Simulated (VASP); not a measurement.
# Sb (P4/mmm) in VASP: a series of runs, part 2 of 2

VASP 6.6.1. Earlier steps stand in the parts before.

### 4 Single point, PBEsol

This run uses another cell than the first one, of the same volume but with other edges.

INCAR reads:

```
PREC = Accurate ; ENCUT = 520
EDIFF = 1E-6 ; ISMEAR = 0
SIGMA = 0.15 ; LREAL = False
LASPH = True ; NELM = 80
ALGO = Normal ; ISIF = 2
LWAVE = False ; LCHARG = True
GGA = PS ; LELF = True
LVHAR = True ; NBANDS = 8
```

KPOINTS reads:

```
regular mesh
0
Gamma
  16 16 16
```

POSCAR reads:

```
Sb
1.0
    3.3359083267      0.0000000000      0.0000000000
    0.0000000000      3.3359083267      0.0000000000
    0.0000000000      0.0000000000      2.8355220777
Sb
1
Direct
    0.0000000000      0.0000000000      0.0000000000
```

Potentials or basis: VASP PAW PBE potentials, release 64 (Sb).

Run with:

```
cat potpaw_PBE.64/Sb/POTCAR > POTCAR
mpirun -np 1 vasp_std > vasp.out
```

OUTCAR:

```text
PREC = Accurate
   ENCUT = 520
   EDIFF = 1E-6
   ISMEAR = 0
   LREAL = False
   LASPH = True
   NELM = 80
   ISIF = 2
   GGA = PS

 ion  position               nearest neighbor table
   1  0.000  0.000  0.000-

  LATTYP: Found a simple tetragonal cell.
 ALAT       =     3.3359083267
 C/A-ratio  =     0.8500000000

  Lattice vectors:

 A1 = (   3.3359083267,   0.0000000000,   0.0000000000)
 A2 = (   0.0000000000,   3.3359083267,   0.0000000000)
 A3 = (   0.0000000000,   0.0000000000,   2.8355220777)

Analysis of symmetry for initial positions (statically):
=====================================================================
 Subroutine PRICEL returns:
 Original cell was already a primitive cell.

 Routine SETGRP: Setting up the symmetry group for a
 simple tetragonal supercell.

 Subroutine GETGRP returns: Found 16 space group operations
 (whereof 16 operations were pure point group operations)
 out of a pool of 16 trial point group operations.

The static configuration has the point symmetry D_4h.

Analysis of symmetry for dynamics (positions and initial velocities):
=====================================================================
 Subroutine PRICEL returns:
 Original cell was already a primitive cell.

 Routine SETGRP: Setting up the symmetry group for a
 simple tetragonal supercell.

 Subroutine GETGRP returns: Found 16 space group operations
 (whereof 16 operations were pure point group operations)
 out of a pool of 16 trial point group operations.

The dynamic configuration has the point symmetry D_4h.

 Subroutine INISYM returns: Found 16 space group operations
 (whereof 16 operations are pure point group operations),
 and found     1 'primitive' translations

----------------------------------------------------------------------------------------

                                     Primitive cell

  volume of cell :      31.5545

  direct lattice vectors                    reciprocal lattice vectors
     3.335908327  0.000000000  0.000000000     0.299768429  0.000000000  0.000000000
     0.000000000  3.335908327  0.000000000     0.000000000  0.299768429  0.000000000
     0.000000000  0.000000000  2.835522078     0.000000000  0.000000000  0.352668741

  length of vectors
     3.335908327  3.335908327  2.835522078     0.299768429  0.299768429  0.352668741

  position of ions in fractional coordinates (direct lattice)
     0.000000000  0.000000000  0.000000000

  ion indices of the primitive-cell ions
   primitive index   ion index
                 1           1

----------------------------------------------------------------------------------------

 KPOINTS: regular mesh

Automatic generation of k-mesh.
 Grid dimensions read from file:
 generate k-points for:   16   16   16

 Generating k-lattice:

  Cartesian coordinates                     Fractional coordinates (reciprocal lattice)
     0.018735527  0.000000000  0.000000000     0.062500000  0.000000000  0.000000000
     0.000000000  0.018735527  0.000000000     0.000000000  0.062500000  0.000000000
     0.000000000  0.000000000  0.022041796     0.000000000  0.000000000  0.062500000

  Length of vectors
     0.018735527  0.018735527  0.022041796

  Shift w.r.t. Gamma in fractional coordinates (k-lattice)
     0.000000000  0.000000000  0.000000000

 Subroutine IBZKPT returns following result:
 ===========================================

 Found    405 irreducible k-points:

 Following reciprocal coordinates:
            Coordinates               Weight
  0.000000  0.000000  0.000000      1.000000
  0.062500  0.000000  0.000000      4.000000
  0.125000  0.000000  0.000000      4.000000
  0.187500  0.000000  0.000000      4.000000
  0.250000  0.000000  0.000000      4.000000
  0.312500  0.000000  0.000000      4.000000
[... 16 lines left out ...]
  0.437500  0.125000  0.000000      8.000000
  0.500000  0.125000  0.000000      4.000000
 [... further k-points ...]
   k-points           NKPTS =    405   k-points in BZ     NKDIM =    405   number of bands    NBANDS=      8
   number of dos      NEDOS =    301   number of ions     NIONS =      1
   total plane-waves  NPLWV =  18816
   dimension x,y,z NGX =    28 NGY =   28 NGZ =   24
   dimension x,y,z NGXF=    56 NGYF=   56 NGZF=   48
   ions per type =               1
   NGX,Y,Z   is equivalent  to a cutoff of  13.95, 13.95, 14.07 a.u.
   NGXF,Y,Z  is equivalent  to a cutoff of  27.91, 27.91, 28.14 a.u.
 SYSTEM =  unknown system
   PREC   = accura    normal or accurate (medium, high low for compatibility)
   ISTART =      0    job   : 0-new  1-cont  2-samecut
   ICHARG =      2    charge: 1-file 2-atom 10-const
   ISPIN  =      1    spin polarized calculation?
   LNONCOLLINEAR =      F non collinear calculations
   LSORBIT =      F    spin-orbit coupling
   LASPH  =      T    aspherical Exc in radial PAW
   ENCUT  =  520.0 eV  38.22 Ry    6.18 a.u.   6.20  6.20  5.27*2*pi/ulx,y,z
   NELM   =     80;   NELMIN=  2; NELMDL= -5     # of ELM steps
   EDIFF  = 0.1E-05   stopping-criterion for ELM
   LREAL  =      F    real-space projection
   EDIFFG = 0.1E-04   stopping-criterion for IOM
   NSW    =      0    number of steps for IOM
   IBRION =     -1    ionic relax: 0-MD 1-quasi-New 2-CG
   NFREE  =      0    steps in history (QN), initial steepest desc. (CG)
   ISIF   =      2    stress and relaxation
   ISYM   =      2    0-nonsym 1-usesym 2-fastsym
   POTIM  = 0.5000    time-step for ionic-motion
   TEBEG  =    0.0;   TEEND  =   0.0 temperature during run
   PSTRESS=    0.0 pullay stress
   NELECT =       5.0000    total number of electrons
   NUPDOWN=      -1.0000    fix difference up-down
   EMIN   =  10.00;   EMAX   =-10.00  energy-range for DOS
   EFERMI =   0.00;   METHOD = LEGACY
   ISMEAR =     0;   SIGMA  =   0.15  broadening in eV -4-tet -1-fermi 0-gaus
   EFERMI_NEDOS =   21; number of points for ismear=-14 and -15
   IALGO  =     38    algorithm
   IMIX   =      4    mixing-type and parameters
     AMIX     =   0.40;   BMIX     =  1.00
     AMIX_MAG =   1.60;   BMIX_MAG =  1.00
  volume/ion in A,a.u.               =      31.55       212.94
  Fermi-wavevector in a.u.,A,eV,Ry     =   0.885886  1.674081 10.677766  0.784794
  Thomas-Fermi vector in A             =   2.006979
   LORBIT       =      0    0 simple, 1 ext, 2 COOP (PROOUT), +10 PAW based schemes
   GGA     = PS    functional components
   LHFCALC =     F    Hartree Fock is set to
   AEXX    =    0.0000 exact exchange contribution
   IVDW    =     0    specifies the selected vdW correction
   LEPSILON=     F    determine dielectric tensor
   LRPA    =     F    only Hartree local field effects (RPA)
 non-spin polarized calculation
 Gauss-broadening in eV      SIGMA  =   0.15
  energy-cutoff  :      520.00
  volume of cell :       31.55
 maximum number of plane-waves:       884
 NGX is ok and might be reduce to    28

 number of electron       5.0000001 magnetization

 Free energy of the ion-electron system (eV)
  ---------------------------------------------------
  ext. energy  EPLUGINS =         0.00000000
  ---------------------------------------------------
  free energy    TOTEN  =        -4.30015263 eV

  energy without entropy =       -4.29459228  energy(sigma->0) =       -4.29737246

 E-fermi :   6.2803     XC(G=0):  -9.4902

 val. band max:        6.2788590457   @ k =   0.4375   0.3750   0.4375
 cond. band min:       6.2951036934   @ k =   0.3125   0.3125   0.3750
 fundamental gap:      0.0162446477
 Fermi energy:         6.2803176770

 k-point     1 :       0.0000    0.0000    0.0000
  band No.  band energies     occupation
      1      -5.8923      2.00000
      2       7.9187      0.00000
      3       7.9187      0.00000
      4      12.0215      0.00000
      5      12.1950      0.00000
      6      12.6716      0.00000
      7      16.6440      0.00000
      8      22.1025      0.00000

 k-point     2 :       0.0625    0.0000    0.0000
  band No.  band energies     occupation
      1      -5.8494      2.00000
      2       7.3670      0.00000
      3       7.9586      0.00000
      4      12.1395      0.00000
      5      12.7134      0.00000
      6      12.7503      0.00000
      7      16.6824      0.00000
      8      21.4109      0.00000
[... 221 lines left out ...]
 k-point    23 :       0.4375    0.1250    0.0000
  band No.  band energies     occupation
      1      -4.2006      2.00000
      2       1.4913      2.00000
      3       7.6292      0.00000
      4      13.4351      0.00000
      5      14.1678      0.00000
      6      15.7609      0.00000
      7      18.6823      0.00000
      8      19.6255      0.00000

 k-point    24 :       0.5000    0.1250    0.0000
  band No.  band energies     occupation
      1      -4.1042      2.00000
      2       1.2857      2.00000
      3       7.7111      0.00000
      4      13.2789      0.00000
      5      14.2394      0.00000
      6      15.8445      0.00000
      7      19.0694      0.00000
      8      19.3101      0.00000

 [... further k-points ...]
[... 5 lines left out ...]
  --------------------------------------------------------------------------------------
  -------------------------------------------------------------------------------------
  Total       -1.7109962     -1.7109962      2.3367868      0.0000000      0.0000000      0.0000000
  in kB      -86.8757150    -86.8757150    118.6501864      0.0000000      0.0000000      0.0000000
  external PRESSURE =     -18.3670812 kB  Pullay stress =       0.0000000 kB

 VOLUME and BASIS-vectors are now :
 -----------------------------------------------------------------------------
  energy-cutoff  :      520.00
  volume of cell :       31.55
      direct lattice vectors                 reciprocal lattice vectors
     3.335908327  0.000000000  0.000000000     0.299768429  0.000000000  0.000000000
     0.000000000  3.335908327  0.000000000     0.000000000  0.299768429  0.000000000
     0.000000000  0.000000000  2.835522078     0.000000000  0.000000000  0.352668741

 POSITION                                       TOTAL-FORCE (eV/Angst)
 -----------------------------------------------------------------------------------
      0.00000      0.00000      0.00000         0.000000      0.000000      0.000000
 -----------------------------------------------------------------------------------
    total drift:                                0.000000     -0.000000     -0.000000

  FREE ENERGIE OF THE ION-ELECTRON SYSTEM (eV)
  ---------------------------------------------------
  free  energy   TOTEN  =        -4.3001526295 eV

  energy  without entropy=       -4.2945922847  energy(sigma->0) =       -4.29737246
```

stdout:

```text
POSCAR found type information on POSCAR Sb
 POSCAR found :  1 types and       1 ions
 scaLAPACK will be used
 -----------------------------------------------------------------------------
|                                                                             |
|                                                                             |
|     You enforced a specific xc type in the INCAR file but a different       |
|     I HOPE YOU KNOW WHAT YOU ARE DOING!                                     |
|                                                                             |
 -----------------------------------------------------------------------------

 LDA part: xc-table for (Slater+PW92), standard interpolation
 POSCAR, INCAR and KPOINTS ok, starting setup
 FFT: planning ... GRIDC
 FFT: planning ... GRID_SOFT
 FFT: planning ... GRID
 WAVECAR not read
 entering main loop
```

It took 1.9 min on 1 thread of AMD EPYC 7R43 (Zen 3), shared host; peak memory 0.19 GiB.

Results:

```
Free energy : -4.3002 eV
Pressure    : -1.8 GPa
```

Stress tensor (GPa, compression positive):
```
-8.69  0.00  0.00
 0.00 -8.69  0.00
 0.00  0.00 11.87
```

Levels at points of the mesh, in eV from the Fermi level:
```tsv
k point	band 1	band 2	band 3	band 4	band 5	band 6	band 7	band 8
(0.00, 0.00, 0.00)	-12.17	1.64	1.64	5.74	5.91	6.39	10.36	15.82
(0.50, 0.00, 0.00)	-10.56	-5.16	2.97	7.79	7.86	9.72	10.00	12.51
(0.50, 0.50, 0.00)	-8.92	-3.63	-3.63	2.10	9.19	13.50	15.13	15.13
(0.00, 0.00, 0.50)	-8.37	-5.58	4.70	4.70	9.07	9.11	10.09	10.09
(0.50, 0.00, 0.50)	-6.57	-4.26	-2.04	2.59	6.04	11.54	11.56	12.14
(0.50, 0.50, 0.50)	-4.64	-3.06	-0.62	-0.62	4.64	4.64	5.84	7.13
```

Caveat: the PAW data sets were made with another functional, which shifts forces and pressure a little; spin-orbit coupling is left out, which moves the levels of the heavy elements.

### 5 Single point, PBEsol

This run uses another cell than the first one, of the same volume but with other edges.

INCAR reads:

```
SYSTEM = Sb
PREC = Accurate ; ENCUT = 520
EDIFF = 1E-6 ; ISMEAR = 0
SIGMA = 0.15 ; LREAL = .FALSE.
LASPH = .TRUE. ; NELM = 60
ALGO = Normal ; ISIF = 2
LWAVE = .FALSE. ; LCHARG = .TRUE.
GGA = PS ; LELF = .TRUE.
LVHAR = .TRUE. ; NBANDS = 8
```

KPOINTS reads:

```
Automatic mesh
0
G
  16 16 16
  0 0 0
```

POSCAR reads:

```
Sb
1.0
    2.9736738513      0.0000000000      0.0000000000
    0.0000000000      2.9736738513      0.0000000000
    0.0000000000      0.0000000000      3.5684086215
Sb
1
Direct
    0.0000000000      0.0000000000      0.0000000000
```

Run with:

```
cat potpaw_PBE.64/Sb/POTCAR > POTCAR
mpirun -np 1 vasp_std > vasp.out
```

It took 96 s on 1 thread of AMD EPYC 7R43 (Zen 3), shared host; peak memory 0.18 GiB.

Results (log left out):

```yaml
Free_energy: -4.3295 eV
Pressure: -1.7 GPa
```

Stress tensor (GPa, compression positive):
```
 2.17  0.00  0.00
 0.00  2.17  0.00
 0.00  0.00 -9.49
```

Levels at points of the mesh, in eV from the Fermi level:
```
           k point  band 1  band 2  band 3  band 4  band 5  band 6  band 7
(0.00, 0.00, 0.00)  -12.21    0.32    4.59    4.69    4.69    8.03    9.53
(0.50, 0.00, 0.00)   -9.20   -5.51    2.75    7.24    7.95    8.63    8.68
(0.50, 0.50, 0.00)   -5.89   -3.11   -3.11    2.59    5.19   11.24   11.24
(0.00, 0.00, 0.50)  -11.14   -4.95    5.59    5.59    9.05   11.49   12.20
(0.50, 0.00, 0.50)   -8.07   -4.55   -2.30    2.35    8.14   13.07   13.19
(0.50, 0.50, 0.50)   -4.60   -2.26   -2.26    0.24    4.08    5.55    5.55
```

Caveat: the PAW data sets were made with another functional, which shifts forces and pressure a little; spin-orbit coupling is left out, which moves the levels of the heavy elements.

### 6 The runs side by side

| cell | gap on the mesh (eV) | pressure (GPa) |
| --- | --- | --- |
| a = 3.547, b = 3.547, c = 2.508 Å, 1 atom | none | 11.2 |
| a = 2.815, b = 2.815, c = 3.981 Å, 1 atom | none | 5.7 |
| a = 3.336, b = 3.336, c = 2.836 Å, 1 atom | none | -1.8 |
| a = 2.974, b = 2.974, c = 3.568 Å, 1 atom | none | -1.7 |

Alike in all rows: task single point; level PBEsol; potentials or basis VASP PAW PBE potentials, release 64 (Sb); no spin polarisation; k mesh 16 × 16 × 16; cutoff (eV) 520; smearing gaussian 0.15 eV.

Caveats: the PAW data sets were made with another functional, which shifts forces and pressure a little; spin-orbit coupling is left out, which moves the levels of the heavy elements.

Absolute energies hang on the potentials; compare differences alone.
